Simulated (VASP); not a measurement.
# GaP (F-43m) in VASP: further runs

The runs below take GaP through single point, with LDA.

Program: VASP 6.6.1. These are calculated values, not measurements. Logs are shortened: lines on timing, memory, paths and dates and some standing lists are left out, and cuts for length are marked.

**The experiment to reproduce.**

“Stacking defects in GaP nanowires: Electronic structure and optical properties”, 2018, arxiv:1810.01194 quotes, for a bulk crystal of GaP at 10 K: band gap 2.34 eV (indirect).

The results are compared with them further down.

## Step 1: The cell of the first run

The structure is cubic, space group F-43m (No. 216). The conventional cell has a = 5.451 Å, b = 5.451 Å, c = 5.451 Å, α = 90.00°, β = 90.00°, γ = 90.00°. Within 3.1 Å of Ga (site symmetry -43m) lie 4 P at 2.36 Å. Within 3.1 Å of P (site symmetry -43m) lie 4 Ga at 2.36 Å.

## Step 2: Single point, LDA

Input file INCAR:

```
SYSTEM = GaP
  ALGO = Normal
  EDIFF = 1E-7
  ENCUT = 520
  GGA = CA
  ISIF = 2
  ISMEAR = -1
  LASPH = .TRUE.
  LCHARG = .FALSE.
  LREAL = .FALSE.
  LWAVE = .FALSE.
  NBANDS = 16
  NELM = 60
  PREC = Accurate
  SIGMA = 0.05
```

Input file KPOINTS:

```
k-points
0
G
  8 8 8
  0 0 0
```

Input file POSCAR:

```
GaP
1.0
    0.0000000000      2.7252500000      2.7252500000
    2.7252500000      0.0000000000      2.7252500000
    2.7252500000      2.7252500000      0.0000000000
Ga P
1 1
Direct
    0.0000000000      0.0000000000      0.0000000000
    0.7500000000      0.7500000000      0.7500000000
```

Potentials or basis: VASP PAW LDA potentials, release 64 (Ga_d, P).

On the command line:

```console
$ cat potpaw_LDA.64/Ga_d/POTCAR potpaw_LDA.64/P/POTCAR > POTCAR
$ mpirun -np 1 vasp_std > vasp.out
```

OUTCAR:

```text
SYSTEM = GaP
   EDIFF = 1E-7
   ENCUT = 520
   GGA = CA
   ISIF = 2
   ISMEAR = -1
   LASPH = .TRUE.
   LREAL = .FALSE.
   NELM = 60
   PREC = Accurate

 ion  position               nearest neighbor table
   1  0.000  0.000  0.000-   2 2.36   2 2.36   2 2.36   2 2.36
   2  0.750  0.750  0.750-   1 2.36   1 2.36   1 2.36   1 2.36

  LATTYP: Found a face centered cubic cell.
 ALAT       =     5.4505000000

  Lattice vectors:

 A1 = (   0.0000000000,   2.7252500000,   2.7252500000)
 A2 = (   2.7252500000,   0.0000000000,   2.7252500000)
 A3 = (   2.7252500000,   2.7252500000,   0.0000000000)

Analysis of symmetry for initial positions (statically):
[... 5 lines left out ...]
 face centered cubic supercell.

 Subroutine GETGRP returns: Found 24 space group operations
 (whereof 24 operations were pure point group operations)
 out of a pool of 48 trial point group operations.

The static configuration has the point symmetry T_d .

Analysis of symmetry for dynamics (positions and initial velocities):
[... 5 lines left out ...]
 face centered cubic supercell.

 Subroutine GETGRP returns: Found 24 space group operations
 (whereof 24 operations were pure point group operations)
 out of a pool of 48 trial point group operations.

The dynamic configuration has the point symmetry T_d .

 Subroutine INISYM returns: Found 24 space group operations
 (whereof 24 operations are pure point group operations),
 and found     1 'primitive' translations

----------------------------------------------------------------------------------------

                                     Primitive cell

  volume of cell :      40.4808

  direct lattice vectors                    reciprocal lattice vectors
     0.000000000  2.725250000  2.725250000    -0.183469406  0.183469406  0.183469406
     2.725250000  0.000000000  2.725250000     0.183469406 -0.183469406  0.183469406
     2.725250000  2.725250000  0.000000000     0.183469406  0.183469406 -0.183469406

  length of vectors
     3.854085511  3.854085511  3.854085511     0.317778334  0.317778334  0.317778334

  position of ions in fractional coordinates (direct lattice)
     0.000000000  0.000000000  0.000000000
     0.750000000  0.750000000  0.750000000

  ion indices of the primitive-cell ions
   primitive index   ion index
                 1           1
                 2           2

----------------------------------------------------------------------------------------

 KPOINTS: k-points

Automatic generation of k-mesh.
 Grid dimensions read from file:
 generate k-points for:    8    8    8

 Generating k-lattice:

  Cartesian coordinates                     Fractional coordinates (reciprocal lattice)
    -0.022933676  0.022933676  0.022933676     0.125000000  0.000000000  0.000000000
     0.022933676 -0.022933676  0.022933676     0.000000000  0.125000000  0.000000000
     0.022933676  0.022933676 -0.022933676     0.000000000  0.000000000  0.125000000

  Length of vectors
     0.039722292  0.039722292  0.039722292

  Shift w.r.t. Gamma in fractional coordinates (k-lattice)
     0.000000000  0.000000000  0.000000000

 Subroutine IBZKPT returns following result:
 ===========================================

 Found     29 irreducible k-points:

 Following reciprocal coordinates:
            Coordinates               Weight
  0.000000  0.000000  0.000000      1.000000
  0.125000  0.000000  0.000000      8.000000
  0.250000  0.000000  0.000000      8.000000
  0.375000  0.000000  0.000000      8.000000
  0.500000  0.000000  0.000000      4.000000
  0.125000  0.125000  0.000000      6.000000
[... 16 lines left out ...]
  0.500000  0.250000  0.125000     48.000000
 -0.375000  0.250000  0.125000     24.000000
 [... further k-points ...]
   k-points           NKPTS =     29   k-points in BZ     NKDIM =     29   number of bands    NBANDS=     16
   number of dos      NEDOS =    301   number of ions     NIONS =      2
   total plane-waves  NPLWV =  27000
   dimension x,y,z NGX =    30 NGY =   30 NGZ =   30
   dimension x,y,z NGXF=    60 NGYF=   60 NGZF=   60
   ions per type =               1   1
   NGX,Y,Z   is equivalent  to a cutoff of  12.94, 12.94, 12.94 a.u.
   NGXF,Y,Z  is equivalent  to a cutoff of  25.88, 25.88, 25.88 a.u.
 SYSTEM =  GaP
   PREC   = accura    normal or accurate (medium, high low for compatibility)
   ISTART =      0    job   : 0-new  1-cont  2-samecut
   ICHARG =      2    charge: 1-file 2-atom 10-const
   ISPIN  =      1    spin polarized calculation?
   LNONCOLLINEAR =      F non collinear calculations
   LSORBIT =      F    spin-orbit coupling
   LASPH  =      T    aspherical Exc in radial PAW
   ENCUT  =  520.0 eV  38.22 Ry    6.18 a.u.   7.17  7.17  7.17*2*pi/ulx,y,z
   NELM   =     60;   NELMIN=  2; NELMDL= -5     # of ELM steps
   EDIFF  = 0.1E-06   stopping-criterion for ELM
   LREAL  =      F    real-space projection
   EDIFFG = 0.1E-05   stopping-criterion for IOM
   NSW    =      0    number of steps for IOM
   IBRION =     -1    ionic relax: 0-MD 1-quasi-New 2-CG
   NFREE  =      0    steps in history (QN), initial steepest desc. (CG)
   ISIF   =      2    stress and relaxation
   ISYM   =      2    0-nonsym 1-usesym 2-fastsym
   POTIM  = 0.5000    time-step for ionic-motion
   TEBEG  =    0.0;   TEEND  =   0.0 temperature during run
   PSTRESS=    0.0 pullay stress
   NELECT =      18.0000    total number of electrons
   NUPDOWN=      -1.0000    fix difference up-down
   EMIN   =  10.00;   EMAX   =-10.00  energy-range for DOS
   EFERMI =   0.00;   METHOD = LEGACY
   ISMEAR =    -1;   SIGMA  =   0.05  broadening in eV -4-tet -1-fermi 0-gaus
   EFERMI_NEDOS =   21; number of points for ismear=-14 and -15
   IALGO  =     38    algorithm
   IMIX   =      4    mixing-type and parameters
     AMIX     =   0.40;   BMIX     =  1.00
     AMIX_MAG =   1.60;   BMIX_MAG =  1.00
  volume/ion in A,a.u.               =      20.24       136.59
  Fermi-wavevector in a.u.,A,eV,Ry     =   1.249538  2.361284 21.243377  1.561344
  Thomas-Fermi vector in A             =   2.383574
   LORBIT       =      0    0 simple, 1 ext, 2 COOP (PROOUT), +10 PAW based schemes
   GGA     = CA    functional components
   LHFCALC =     F    Hartree Fock is set to
   AEXX    =    0.0000 exact exchange contribution
   IVDW    =     0    specifies the selected vdW correction
   LEPSILON=     F    determine dielectric tensor
   LRPA    =     F    only Hartree local field effects (RPA)
 non-spin polarized calculation
  energy-cutoff  :      520.00
  volume of cell :       40.48
 maximum number of plane-waves:      1106
 NGX is ok and might be reduce to    30
   NGX = 15   NGY = 15   NGZ = 15

 number of electron      17.9999989 magnetization

 Free energy of the ion-electron system (eV)
  ---------------------------------------------------
  ext. energy  EPLUGINS =         0.00000000
  ---------------------------------------------------
  free energy    TOTEN  =       -10.44024253 eV

  energy without entropy =      -10.44024251  energy(sigma->0) =      -10.44024252

 E-fermi :   5.2183     XC(G=0): -10.1641

 val. band max:        4.5052240396   @ k =   0.0000   0.0000   0.0000
 cond. band min:       5.9980178610   @ k =   0.3750   0.3750   0.0000
 fundamental gap:      1.4927938213
 Fermi energy:         5.2182941422

 k-point     1 :       0.0000    0.0000    0.0000
  band No.  band energies     occupation
      1     -10.2000      2.00000
      2     -10.2000      2.00000
      3     -10.2000      2.00000
      4     -10.1020      2.00000
      5     -10.1020      2.00000
      6      -8.0043      2.00000
[... 8 lines left out ...]
     15      14.3026      0.00000
     16      14.3026      0.00000

 k-point     2 :       0.1250    0.0000    0.0000
  band No.  band energies     occupation
      1     -10.2124      2.00000
      2     -10.1954      2.00000
      3     -10.1954      2.00000
      4     -10.1020      2.00000
      5     -10.1020      2.00000
      6      -7.8021      2.00000
[... 8 lines left out ...]
     15      13.6384      0.00000
     16      13.9185      0.00000

 k-point     3 :       0.2500    0.0000    0.0000
  band No.  band energies     occupation
      1     -10.2401      2.00000
      2     -10.1856      2.00000
      3     -10.1856      2.00000
      4     -10.1007      2.00000
      5     -10.1007      2.00000
      6      -7.2270      2.00000
[... 8 lines left out ...]
     15      13.4372      0.00000
     16      14.1736      0.00000

 k-point     4 :       0.3750    0.0000    0.0000
  band No.  band energies     occupation
      1     -10.2655      2.00000
      2     -10.1780      2.00000
      3     -10.1780      2.00000
      4     -10.0971      2.00000
      5     -10.0971      2.00000
      6      -6.4197      2.00000
[... 8 lines left out ...]
     15      14.6323      0.00000
     16      14.6323      0.00000

 k-point     5 :       0.5000    0.0000    0.0000
  band No.  band energies     occupation
      1     -10.2755      2.00000
      2     -10.1757      2.00000
      3     -10.1757      2.00000
      4     -10.0947      2.00000
      5     -10.0947      2.00000
      6      -5.9200      2.00000
[... 8 lines left out ...]
     15      16.1680      0.00000
     16      16.1680      0.00000

 k-point     6 :       0.1250    0.1250    0.0000
  band No.  band energies     occupation
      1     -10.2208      2.00000
      2     -10.1910      2.00000
      3     -10.1910      2.00000
      4     -10.1060      2.00000
      5     -10.0988      2.00000
      6      -7.7349      2.00000
[... 8 lines left out ...]
     15      14.2920      0.00000
     16      14.5481      0.00000

 k-point     7 :       0.2500    0.1250    0.0000
  band No.  band energies     occupation
      1     -10.2427      2.00000
      2     -10.1827      2.00000
      3     -10.1807      2.00000
      4     -10.1091      2.00000
      5     -10.0958      2.00000
      6      -7.2828      2.00000
[... 8 lines left out ...]
     15      14.5158      0.00000
     16      15.3988      0.00000

 k-point     8 :       0.3750    0.1250    0.0000
  band No.  band energies     occupation
      1     -10.2646      2.00000
      2     -10.1762      2.00000
      3     -10.1721      2.00000
      4     -10.1074      2.00000
      5     -10.0931      2.00000
      6      -6.5345      2.00000
[... 8 lines left out ...]
     15      15.1507      0.00000
     16      15.3623      0.00000

 k-point     9 :       0.5000    0.1250    0.0000
  band No.  band energies     occupation
      1     -10.2766      2.00000
      2     -10.1735      2.00000
      3     -10.1692      2.00000
      4     -10.1015      2.00000
      5     -10.0934      2.00000
      6      -5.8409      2.00000
[... 8 lines left out ...]
     15      16.1674      0.00000
     16      16.2752      0.00000
[... 172 lines left out ...]
 k-point    19 :       0.5000    0.3750    0.0000
  band No.  band energies     occupation
      1     -10.3032      2.00000
      2     -10.1453      2.00000
      3     -10.1407      2.00000
      4     -10.1304      2.00000
      5     -10.0836      2.00000
      6      -5.2258      2.00000
[... 8 lines left out ...]
     15      16.5095      0.00000
     16      17.6130      0.00000

 k-point    20 :      -0.3750    0.3750    0.0000
  band No.  band energies     occupation
      1     -10.2950      2.00000
      2     -10.1551      2.00000
      3     -10.1447      2.00000
      4     -10.1212      2.00000
      5     -10.0898      2.00000
      6      -5.0379      2.00000
[... 8 lines left out ...]
     15      14.8689      0.00000
     16      19.0090      0.00000

 k-point    21 :       0.5000    0.5000    0.0000
  band No.  band energies     occupation
      1     -10.3111      2.00000
      2     -10.1374      2.00000
      3     -10.1358      2.00000
      4     -10.1358      2.00000
      5     -10.0804      2.00000
      6      -5.0011      2.00000
[... 8 lines left out ...]
     15      16.9408      0.00000
     16      17.4279      0.00000

 k-point    22 :       0.3750    0.2500    0.1250
  band No.  band energies     occupation
      1     -10.2621      2.00000
      2     -10.1739      2.00000
      3     -10.1699      2.00000
      4     -10.1127      2.00000
      5     -10.0930      2.00000
      6      -6.7362      2.00000
[... 8 lines left out ...]
     15      15.5567      0.00000
     16      16.7006      0.00000

 k-point    23 :       0.5000    0.2500    0.1250
  band No.  band energies     occupation
      1     -10.2763      2.00000
      2     -10.1704      2.00000
      3     -10.1609      2.00000
      4     -10.1106      2.00000
      5     -10.0931      2.00000
      6      -5.9732      2.00000
[... 8 lines left out ...]
     15      15.8877      0.00000
     16      17.2290      0.00000

 k-point    24 :      -0.3750    0.2500    0.1250
  band No.  band energies     occupation
      1     -10.2815      2.00000
      2     -10.1700      2.00000
      3     -10.1577      2.00000
      4     -10.1072      2.00000
      5     -10.0948      2.00000
      6      -5.5078      2.00000
[... 8 lines left out ...]
     15      16.3844      0.00000
     16      16.8977      0.00000

 [... further k-points ...]
[... 5 lines left out ...]
  --------------------------------------------------------------------------------------
  -------------------------------------------------------------------------------------
  Total       -0.6667523     -0.6667523     -0.6667523      0.0000000      0.0000000     -0.0000000
  in kB      -26.3891921    -26.3891921    -26.3891921      0.0000000      0.0000000     -0.0000000
  external PRESSURE =     -26.3891921 kB  Pullay stress =       0.0000000 kB

 VOLUME and BASIS-vectors are now :
 -----------------------------------------------------------------------------
  energy-cutoff  :      520.00
  volume of cell :       40.48
      direct lattice vectors                 reciprocal lattice vectors
     0.000000000  2.725250000  2.725250000    -0.183469406  0.183469406  0.183469406
     2.725250000  0.000000000  2.725250000     0.183469406 -0.183469406  0.183469406
     2.725250000  2.725250000  0.000000000     0.183469406  0.183469406 -0.183469406

 POSITION                                       TOTAL-FORCE (eV/Angst)
 -----------------------------------------------------------------------------------
      0.00000      0.00000      0.00000         0.000000     -0.000000      0.000000
      4.08788      4.08788      4.08788        -0.000000      0.000000     -0.000000
 -----------------------------------------------------------------------------------
    total drift:                               -0.000000     -0.000000     -0.000000

  FREE ENERGIE OF THE ION-ELECTRON SYSTEM (eV)
  ---------------------------------------------------
  free  energy   TOTEN  =       -10.4402425260 eV

  energy  without entropy=      -10.4402425131  energy(sigma->0) =      -10.44024252
```

It took 18 s on 1 thread of AMD EPYC 7R43 (Zen 3), shared host; peak memory 0.12 GiB.

What came out:

```yaml
Free_energy: -10.4402 eV
Pressure: -2.6 GPa
Band_gap_on_the_k_mesh: 1.49 eV, indirect (least direct gap 1.64 eV)
```

[end of part 1 of 2]
